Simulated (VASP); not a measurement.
# Cr (Im-3m) in VASP: further runs

Cr is run at these levels: r2SCAN; tasks: single point, relaxation of cell and atoms.

Everything below comes from runs of VASP 6.6.1. Logs are shortened: lines on timing, memory, paths and dates and some standing lists are left out, and cuts for length are marked.

## (1) The cell of the first run

The structure is cubic, space group Im-3m (No. 229). The conventional cell has a = 2.969 Å, b = 2.969 Å, c = 2.969 Å, α = 90.00°, β = 90.00°, γ = 90.00°. Within 3.4 Å of Cr (site symmetry m-3m) lie 14 Cr at 2.57 to 2.97 Å.

## (2) Single point, r2SCAN, collinear spin, antiferromagnetic start

File POSCAR:

```
Cr
1.0
    2.9688993551      0.0000000000      0.0000000000
    0.0000000000      2.9688993551      0.0000000000
    0.0000000000      0.0000000000      2.9688993551
Cr
2
Direct
    0.0000000000      0.0000000000      0.0000000000
    0.5000000000      0.5000000000      0.5000000000
```

File INCAR.step1:

```
ALGO = Normal ; EDIFF = 1E-5
ENCUT = 550 ; GGA = PE
GGA_COMPAT = F ; ISMEAR = 0
ISPIN = 2 ; LASPH = T
LCHARG = F ; LMAXMIX = 4
LREAL = F ; LWAVE = T
MAGMOM = -3 3 ; NBANDS = 23
NELM = 200 ; PREC = Accurate
SIGMA = 0.1
```

File INCAR.step2:

```
ALGO = Normal ; EDIFF = 1E-6
ENCUT = 550 ; GGA_COMPAT = F
ISIF = 2 ; ISMEAR = 0
ISPIN = 2 ; ISTART = 1
LASPH = T ; LCHARG = F
LMAXMIX = 4 ; LMIXTAU = T
LORBIT = 11 ; LREAL = F
LWAVE = F ; MAGMOM = -3 3
METAGGA = R2SCAN ; NBANDS = 23
NELM = 200 ; PREC = Accurate
SIGMA = 0.1
```

File KPOINTS:

```
k-points
0
Gamma
  6 6 6
```

Potentials or basis: VASP PAW PBE potentials, release 64 (Cr_pv).

Launch:

```bash
cat potpaw_PBE.64/Cr_pv/POTCAR > POTCAR
cp INCAR.step1 INCAR
mpirun -np 1 vasp_std > vasp.out
cp INCAR.step2 INCAR
mpirun -np 1 vasp_std > vasp.out
```

OUTCAR:

```text
EDIFF = 1E-6
   ENCUT = 550
   ISIF = 2
   ISMEAR = 0
   ISPIN = 2
   ISTART = 1
   LASPH = T
   LORBIT = 11
   LREAL = F
   METAGGA = R2SCAN
   NELM = 200
   PREC = Accurate

 ion  position               nearest neighbor table
   1  0.000  0.000  0.000-   2 2.57   2 2.57   2 2.57   2 2.57   2 2.57   2 2.57   2 2.57   2 2.57

   2  0.500  0.500  0.500-   1 2.57   1 2.57   1 2.57   1 2.57   1 2.57   1 2.57   1 2.57   1 2.57

  LATTYP: Found a simple cubic cell.
 ALAT       =     2.9688993551

  Lattice vectors:

 A1 = (   2.9688993551,   0.0000000000,   0.0000000000)
 A2 = (   0.0000000000,   2.9688993551,   0.0000000000)
 A3 = (   0.0000000000,   0.0000000000,   2.9688993551)

Analysis of symmetry for initial positions (statically):
=====================================================================
 Subroutine PRICEL returns following result:

  LATTYP: Found a body centered cubic cell.
 ALAT       =     2.9688993551

  Lattice vectors:

 A1 = (   1.4844496776,   1.4844496776,  -1.4844496775)
 A2 = (  -1.4844496776,   1.4844496775,   1.4844496775)
 A3 = (   1.4844496776,  -1.4844496775,   1.4844496776)

   2 primitive cells build up your supercell.

 Routine SETGRP: Setting up the symmetry group for a
 simple cubic supercell.

 Subroutine GETGRP returns: Found 48 space group operations
 (whereof 48 operations were pure point group operations)
 out of a pool of 48 trial point group operations.

The static configuration has the point symmetry O_h .

Analysis of symmetry for dynamics (positions and initial velocities):
=====================================================================
 Subroutine PRICEL returns following result:

  LATTYP: Found a body centered cubic cell.
 ALAT       =     2.9688993551

  Lattice vectors:

 A1 = (   1.4844496776,   1.4844496776,  -1.4844496775)
 A2 = (  -1.4844496776,   1.4844496775,   1.4844496775)
 A3 = (   1.4844496776,  -1.4844496775,   1.4844496776)

   2 primitive cells build up your supercell.

 Routine SETGRP: Setting up the symmetry group for a
 simple cubic supercell.

 Subroutine GETGRP returns: Found 48 space group operations
 (whereof 48 operations were pure point group operations)
 out of a pool of 48 trial point group operations.

The dynamic configuration has the point symmetry O_h .

Analysis of structural, dynamic, and magnetic symmetry:
=====================================================================
 Subroutine PRICEL returns following result:

  LATTYP: Found a body centered cubic cell.
 ALAT       =     2.9688993551

  Lattice vectors:

 A1 = (   1.4844496776,   1.4844496776,  -1.4844496775)
 A2 = (  -1.4844496776,   1.4844496775,   1.4844496775)
 A3 = (   1.4844496776,  -1.4844496775,   1.4844496776)

   2 primitive cells build up your supercell.

 Routine SETGRP: Setting up the symmetry group for a
 simple cubic supercell.

 Subroutine GETGRP returns: Found 48 space group operations
 (whereof 48 operations were pure point group operations)
 out of a pool of 48 trial point group operations.

The overall configuration has the point symmetry O_h .

 Subroutine INISYM returns: Found 48 space group operations
 (whereof 48 operations are pure point group operations),
 and found     2 'primitive' translations

----------------------------------------------------------------------------------------

                                     Primitive cell

  volume of cell :      13.0845

  direct lattice vectors                    reciprocal lattice vectors
     1.484449678  1.484449678 -1.484449678     0.336825160  0.336825160  0.000000000
    -1.484449678  1.484449678  1.484449678    -0.000000000  0.336825160  0.336825160
     1.484449678 -1.484449678  1.484449678     0.336825160  0.000000000  0.336825160

  length of vectors
     2.571142263  2.571142263  2.571142263     0.476342709  0.476342709  0.476342709

  position of ions in fractional coordinates (direct lattice)
     0.000000000  0.000000000  0.000000000

  ion indices of the primitive-cell ions
   primitive index   ion index
                 1           1

----------------------------------------------------------------------------------------

 KPOINTS: k-points

Automatic generation of k-mesh.
 Grid dimensions read from file:
 generate k-points for:    6    6    6

 Generating k-lattice:

  Cartesian coordinates                     Fractional coordinates (reciprocal lattice)
     0.056137527  0.000000000  0.000000000     0.166666667  0.000000000  0.000000000
     0.000000000  0.056137527  0.000000000     0.000000000  0.166666667  0.000000000
     0.000000000  0.000000000  0.056137527     0.000000000  0.000000000  0.166666667

  Length of vectors
     0.056137527  0.056137527  0.056137527

  Shift w.r.t. Gamma in fractional coordinates (k-lattice)
     0.000000000  0.000000000  0.000000000

 Subroutine IBZKPT returns following result:
 ===========================================

 Found     20 irreducible k-points:

 Following reciprocal coordinates:
            Coordinates               Weight
  0.000000  0.000000  0.000000      1.000000
  0.166667  0.000000  0.000000      6.000000
  0.333333  0.000000  0.000000      6.000000
  0.500000  0.000000  0.000000      3.000000
  0.166667  0.166667  0.000000     12.000000
  0.333333  0.166667  0.000000     24.000000
[... 12 lines left out ...]
  0.500000  0.500000  0.333333      6.000000
  0.500000  0.500000  0.500000      1.000000
   k-points           NKPTS =     20   k-points in BZ     NKDIM =     20   number of bands    NBANDS=     23
   number of dos      NEDOS =    301   number of ions     NIONS =      2
   total plane-waves  NPLWV =  13824
   dimension x,y,z NGX =    24 NGY =   24 NGZ =   24
   dimension x,y,z NGXF=    48 NGYF=   48 NGZF=   48
   ions per type =               2
   NGX,Y,Z   is equivalent  to a cutoff of  13.44, 13.44, 13.44 a.u.
   NGXF,Y,Z  is equivalent  to a cutoff of  26.88, 26.88, 26.88 a.u.
 SYSTEM =  unknown system
   PREC   = accura    normal or accurate (medium, high low for compatibility)
   ISTART =      1    job   : 0-new  1-cont  2-samecut
   ICHARG =      0    charge: 1-file 2-atom 10-const
   ISPIN  =      2    spin polarized calculation?
   LNONCOLLINEAR =      F non collinear calculations
   LSORBIT =      F    spin-orbit coupling
   LASPH  =      T    aspherical Exc in radial PAW
   ENCUT  =  550.0 eV  40.42 Ry    6.36 a.u.   5.68  5.68  5.68*2*pi/ulx,y,z
   NELM   =    200;   NELMIN=  2; NELMDL=  0     # of ELM steps
   EDIFF  = 0.1E-05   stopping-criterion for ELM
   LREAL  =      F    real-space projection
   EDIFFG = 0.1E-04   stopping-criterion for IOM
   NSW    =      0    number of steps for IOM
   IBRION =     -1    ionic relax: 0-MD 1-quasi-New 2-CG
   NFREE  =      0    steps in history (QN), initial steepest desc. (CG)
   ISIF   =      2    stress and relaxation
   ISYM   =      2    0-nonsym 1-usesym 2-fastsym
   POTIM  = 0.5000    time-step for ionic-motion
   TEBEG  =    0.0;   TEEND  =   0.0 temperature during run
   PSTRESS=    0.0 pullay stress
   NELECT =      24.0000    total number of electrons
   NUPDOWN=      -1.0000    fix difference up-down
   EMIN   =  10.00;   EMAX   =-10.00  energy-range for DOS
   EFERMI =   0.00;   METHOD = LEGACY
   ISMEAR =     0;   SIGMA  =   0.10  broadening in eV -4-tet -1-fermi 0-gaus
   EFERMI_NEDOS =   21; number of points for ismear=-14 and -15
   IALGO  =     38    algorithm
   IMIX   =      4    mixing-type and parameters
     AMIX     =   0.40;   BMIX     =  1.00
     AMIX_MAG =   1.60;   BMIX_MAG =  1.00
  volume/ion in A,a.u.               =      13.08        88.30
  Fermi-wavevector in a.u.,A,eV,Ry     =   1.590559  3.005721 34.421077  2.529878
  Thomas-Fermi vector in A             =   2.689235
   LORBIT       =     11    0 simple, 1 ext, 2 COOP (PROOUT), +10 PAW based schemes
   METAGGA = R2SCAN    functional components
   LHFCALC =     F    Hartree Fock is set to
   AEXX    =    0.0000 exact exchange contribution
   IVDW    =     0    specifies the selected vdW correction
   LEPSILON=     F    determine dielectric tensor
   LRPA    =     F    only Hartree local field effects (RPA)
 spin polarized calculation
 Gauss-broadening in eV      SIGMA  =   0.10
  energy-cutoff  :      550.00
  volume of cell :       26.17
 maximum number of plane-waves:       784
 NGX is ok and might be reduce to    24
   NGX = 11   NGY = 11   NGZ = 11

 number of electron      24.0000016 magnetization       0.0000000

 number of electron      24.0000016 magnetization      -0.0000000

 Free energy of the ion-electron system (eV)
  ---------------------------------------------------
  ext. energy  EPLUGINS =         0.00000000
  ---------------------------------------------------
  free energy    TOTEN  =       -30.11936419 eV

  energy without entropy =      -30.11628795  energy(sigma->0) =      -30.11782607

 E-fermi :   9.8802     XC(G=0): -14.0384

 val. band max:        9.5237414721   @ k =   0.5000   0.0000   0.0000
 cond. band min:       9.9315851426   @ k =   0.5000   0.5000   0.0000
 fundamental gap:      0.4078436705
 Fermi energy:         9.8801572249

 spin component 1

 k-point     1 :       0.0000    0.0000    0.0000
  band No.  band energies     occupation
      1     -36.4722      1.00000
      2     -36.4722      1.00000
      3     -36.4722      1.00000
      4     -33.0954      1.00000
      5     -33.0954      1.00000
      6     -33.0954      1.00000
[... 493 lines left out ...]
      6     -33.2093      1.00000
[... 15 lines left out ...]
     22      19.3729      0.00000
     23      19.3729      0.00000
 Fermi energy:         9.8801572249

 spin component 2

 k-point     1 :       0.0000    0.0000    0.0000
  band No.  band energies     occupation
      1     -36.4722      1.00000
      2     -36.4722      1.00000
      3     -36.4722      1.00000
      4     -33.0954      1.00000
      5     -33.0954      1.00000
      6     -33.0954      1.00000
[... 509 lines left out ...]
     22      19.3729      0.00000
     23      19.3729      0.00000

------------------------ aborting loop because EDIFF is reached ----------------------------------------

  FORCE on cell =-STRESS in cart. coord.  units (eV):
  Direction    XX          YY          ZZ          XY          YZ          ZX
  --------------------------------------------------------------------------------------
  -------------------------------------------------------------------------------------
  Total       -0.3032452     -0.3032452     -0.3032452     -0.0000000      0.0000000      0.0000000
  in kB      -18.5659887    -18.5659887    -18.5659887     -0.0000000      0.0000000      0.0000000
  external PRESSURE =     -18.5659887 kB  Pullay stress =       0.0000000 kB

 VOLUME and BASIS-vectors are now :
 -----------------------------------------------------------------------------
  energy-cutoff  :      550.00
  volume of cell :       26.17
      direct lattice vectors                 reciprocal lattice vectors
     2.968899355  0.000000000  0.000000000     0.336825160  0.000000000  0.000000000
     0.000000000  2.968899355  0.000000000     0.000000000  0.336825160  0.000000000
     0.000000000  0.000000000  2.968899355     0.000000000  0.000000000  0.336825160

 POSITION                                       TOTAL-FORCE (eV/Angst)
 -----------------------------------------------------------------------------------
      0.00000      0.00000      0.00000        -0.000000     -0.000000     -0.000000
      1.48445      1.48445      1.48445         0.000000      0.000000      0.000000
 -----------------------------------------------------------------------------------
    total drift:                                0.000000      0.000000     -0.000000

  FREE ENERGIE OF THE ION-ELECTRON SYSTEM (eV)
  ---------------------------------------------------
  free  energy   TOTEN  =       -30.1193641945 eV

  energy  without entropy=      -30.1162879538  energy(sigma->0) =      -30.11782607

 total charge

# of ion       s       p       d       tot
------------------------------------------
    1        0.645   6.350   4.063  11.057
    2        0.645   6.350   4.063  11.057
--------------------------------------------------
tot          1.289  12.700   8.125  22.114

 magnetization (x)

# of ion       s       p       d       tot
------------------------------------------
    1       -0.084  -0.044  -2.514  -2.643
    2        0.084   0.044   2.514   2.643
--------------------------------------------------
tot         -0.000  -0.000   0.000  -0.000
```

Wall time 2.7 min (1 thread of Intel Xeon 8259CL, shared host); peak memory 0.16 GiB.

Results:

* Free energy: -30.1194 eV
* Pressure: -1.9 GPa
* Band gap on the k mesh: zero (filled and empty bands overlap)
* Net moment: 0.00 μB per cell
* Site moments: Cr -2.64, +2.64 μB
* Valence electrons inside the program's atomic spheres: Cr 11.06

Caveat: the antiferromagnetic order is the one typed at the start, and another may lie lower; the PAW data sets were made with another functional, which shifts forces and pressure a little.

## (3) Relaxation of cell and atoms, r2SCAN, collinear spin, antiferromagnetic start

POSCAR is that of step 2.

File INCAR.step1:

```
  PREC = Accurate
  ENCUT = 600
  ISMEAR = 0
  SIGMA = 0.1
  LREAL = False
  LASPH = True
  NELM = 150
  ISPIN = 2
  MAGMOM = -2.73 2.73
  LMAXMIX = 4
  GGA = PE
  ALGO = Normal
  EDIFF = 1E-4
  LWAVE = True
  LCHARG = False
```

File INCAR.step2:

```
  PREC = Accurate
  ENCUT = 600
  EDIFF = 1E-6
  ISMEAR = 0
  SIGMA = 0.1
  LREAL = False
  LASPH = True
  NELM = 150
  ALGO = Normal
  ISIF = 3
  LWAVE = False
  LCHARG = False
  ISPIN = 2
  MAGMOM = -2.73 2.73
  LORBIT = 11
  LMAXMIX = 4
  METAGGA = R2SCAN
  LMIXTAU = True
  IBRION = 2
  NSW = 100
  EDIFFG = -0.005
  ISTART = 1
```

File KPOINTS:

```
regular mesh
0
Gamma
  14 14 14
```

Potentials or basis: VASP PAW PBE potentials, release 64 (Cr_pv).

Launch:

```bash
cat potpaw_PBE.64/Cr_pv/POTCAR > POTCAR
cp INCAR.step1 INCAR
mpirun -np 1 vasp_std > vasp.out
cp INCAR.step2 INCAR
mpirun -np 1 vasp_std > vasp.out
```

Run time: 23 min. Hardware: 1 thread of Oxide Virtual Turin-like, shared host; peak memory 0.19 GiB.

The run converged. Its results:

| Property | Result |
| --- | --- |
| Free energy | -30.1466 eV |
| Relaxed volume | 13.00 Å³/atom |
| Relaxed cell | a = 2.962 Å, b = 2.962 Å, c = 2.962 Å, α = 90.00°, β = 90.00°, γ = 90.00° |
| Space group after relaxing (to 0.1 Å) | Im-3m (No. 229) |
| Energy gained by relaxing | 0.2 meV/atom |
| Ionic steps | 4 |
| Pressure after relaxing | 0.1 GPa |
| Band gap on the k mesh | zero (filled and empty bands overlap) |
| Net moment | 0.00 μB per cell |
| Site moments | Cr -2.68, +2.68 μB |
| Valence electrons inside the program's atomic spheres | Cr 11.08 |

Step by step:
| step | energy change (eV) | largest force (eV/Å) | pressure (GPa) | volume (Å³) |
| --- | --- | --- | --- | --- |
| 1 | 0.0000 | 0.0000 | -0.68 | 26.17 |
| 2 | -0.0003 | 0.0000 | 0.15 | 25.96 |
| 3 | -0.0003 | 0.0000 | -0.07 | 26.01 |
| 4 | -0.0003 | 0.0000 | 0.05 | 26.00 |

Final structure:
```
Cr
1.0
     2.96233    0.00000    0.00000
     0.00000    2.96233    0.00000
     0.00000    0.00000    2.96233
Cr
2
Direct
  0.00000 0.00000 0.00000
  0.50000 0.50000 0.50000
```

Levels at points of the mesh, in eV from the Fermi level:
Spin up:
| k point | band 8 | band 9 | band 10 | band 11 | band 12 | band 13 | band 14 | band 15 | band 16 |
| --- | --- | --- | --- | --- | --- | --- | --- | --- | --- |
| (0.00, 0.00, 0.00) | -4.15 | -4.15 | -1.57 | -1.57 | -1.57 | 1.58 | 1.58 | 3.10 | 3.10 |
| (0.50, 0.00, 0.00) | -4.02 | -2.72 | -1.95 | -1.95 | -1.08 | -0.20 | 0.81 | 1.19 | 1.30 |
| (0.50, 0.50, 0.00) | -4.37 | -2.74 | -2.74 | 0.18 | 0.25 | 0.25 | 0.73 | 1.08 | 1.78 |
| (0.50, 0.50, 0.50) | -3.44 | -3.44 | -1.41 | -1.41 | -1.41 | 0.23 | 0.23 | 0.92 | 3.11 |
Spin down:
| k point | band 9 | band 10 | band 11 | band 12 | band 13 | band 14 | band 15 | band 16 |
| --- | --- | --- | --- | --- | --- | --- | --- | --- |
| (0.00, 0.00, 0.00) | -4.15 | -1.57 | -1.57 | -1.57 | 1.58 | 1.58 | 3.10 | 3.10 |
| (0.50, 0.00, 0.00) | -2.72 | -1.95 | -1.95 | -1.08 | -0.20 | 0.81 | 1.19 | 1.30 |
| (0.50, 0.50, 0.00) | -2.74 | -2.74 | 0.18 | 0.25 | 0.25 | 0.73 | 1.08 | 1.78 |
| (0.50, 0.50, 0.50) | -3.44 | -1.41 | -1.41 | -1.41 | 0.23 | 0.23 | 0.92 | 3.11 |

Caveat: the antiferromagnetic order is the one typed at the start, and another may lie lower; the PAW data sets were made with another functional, which shifts forces and pressure a little.

The gap in the log of VASP goes by the Fermi energy; the results here count the filled bands.